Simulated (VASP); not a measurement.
Wanted: the native input for a VASP 6.6.1 run.

| Property | Result |
| --- | --- |
| Task | single point |
| Functional | LDA |
| Potentials or basis | VASP PAW LDA potentials, release 64 (Al, Cu) |
| Cutoff | 520 eV |
| k mesh | 12 × 12 × 16 |
| Occupations | gaussian, width 0.15 eV |
| Spin | no spin polarisation |
| Dipole correction | no |
| Further INCAR settings | ALGO = Fast; EDIFF = 1e-06; NBANDS = 16 |

The structure of Al2Cu lies in POSCAR:

```
Al2Cu
1.0
    4.0425045047      0.0000000000      0.0000000000
    0.0000000000      4.0425045047      0.0000000000
    0.0000000000      0.0000000000      2.8219643188
Al Cu
2 1
Direct
    0.5000000000      0.0000000000      0.5000000000
    0.0000000000      0.5000000000      0.5000000000
    0.0000000000      0.0000000000      0.0000000000
```

These files were run (other wordings do the same):

INCAR

```
ALGO = Fast
EDIFF = 1E-6
ENCUT = 520
GGA = CA
ISIF = 2
ISMEAR = 0
LASPH = T
LCHARG = T
LELF = T
LREAL = F
LVHAR = T
LWAVE = F
NBANDS = 16
NELM = 100
PREC = Accurate
SIGMA = 0.15
```

KPOINTS

```
k-points
0
Gamma
  12 12 16
```

Potentials or basis: VASP PAW LDA potentials, release 64 (Al, Cu).

The run is started by

```console
$ cat potpaw_LDA.64/Al/POTCAR potpaw_LDA.64/Cu/POTCAR > POTCAR
$ mpirun -np 1 vasp_std > vasp.out
```

Results of the run:

| Quantity | Value |
| --- | --- |
| Pressure | 0.0 GPa |

It took 3 min on 1 thread of Intel(R) Xeon(R) Platinum 8375C CPU @ 2.90GHz (Ice Lake), on a shared host, peak memory 0.28 GiB.
